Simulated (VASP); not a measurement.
## MnF2: single point with PBEsol+U

The system is MnF2.

```
Mn F
1.0
     4.87340    0.00000    0.00000
     0.00000    4.87340    0.00000
     0.00000    0.00000    3.30990
Mn F
2 4
Direct
  0.00000 0.00000 0.00000
  0.50000 0.50000 0.50000
  0.30500 0.30500 0.00000
  0.19500 0.80500 0.50000
  0.69500 0.69500 0.00000
  0.80500 0.19500 0.50000
```

```json
{
  "Program": "VASP 6.6.1",
  "Task": "single point",
  "Functional": "PBEsol",
  "Potentials or basis": "VASP PAW PBE potentials, release 64 (Mn_pv, F)",
  "Cutoff": "520 eV",
  "k mesh": "5 × 5 × 7",
  "Occupations": "gaussian, width 0.05 eV",
  "Spin": "collinear spin, ferromagnetic start",
  "Starting moments": "[5.0, 5.0, 0.0, 0.0, 0.0, 0.0] μB",
  "Hubbard terms": "Mn d U = 4.0 eV",
  "Dipole correction": "no",
  "Further INCAR settings": "ALGO = Normal; EDIFF = 1e-06; NBANDS = 40"
}
```

```
Pressure                                              : 0.6 GPa
Largest force                                         : 0.008 eV/Å
Band gap on the k mesh                                : 2.25 eV
Net moment                                            : 10.00 μB per cell
Site moments                                          : Mn +4.68; F +0.05 μB
Valence electrons inside the program's atomic spheres : Mn 11.27; F 6.09
```

Forces in eV/Å, atoms in the order of the input:
```
Mn   0.000  0.000  0.000
Mn   0.000  0.000  0.000
F    0.006  0.006  0.000
F   -0.006  0.006  0.000
F   -0.006 -0.006  0.000
F    0.006 -0.006  0.000
```

Stress tensor (GPa, compression positive):
```
0.69 0.00 0.00
0.00 0.69 0.00
0.00 0.00 0.52
```

Levels at points of the mesh, in eV from the valence-band top:
Spin up:
```tsv
k point	band 30	band 31	band 32	band 33	band 34	band 35
(0.00, 0.00, 0.00)	-0.58	-0.58	0.00	2.25	7.58	7.58
```
Spin down:
```csv
k point,band 20,band 21,band 22,band 23,band 24,band 25
"(0.00, 0.00, 0.00)",-3.35,-3.35,-3.05,3.18,4.56,5.02
```

Eigenvalues of the final occupation matrices:
```tsv
site	spin	trace	eigenvalues
site 1 d	1	4.81	0.94 0.95 0.95 0.98 0.99
site 1 d	2	0.16	0.01 0.01 0.01 0.06 0.06
site 2 d	1	4.81	0.94 0.95 0.95 0.98 0.99
site 2 d	2	0.16	0.01 0.01 0.01 0.06 0.06
```

Run time: 4 min on 1 thread of AMD EPYC 7571, on a shared host, peak memory 0.24 GiB.

Caveat: the PAW data sets were made with another functional, which shifts forces and pressure a little; an odd mesh through Γ misses points on the zone boundary, where band edges can lie; only a ferromagnetic start was run, and an antiferromagnetic order may lie lower in energy. The state reached can hang on the start; a lower one may exist.
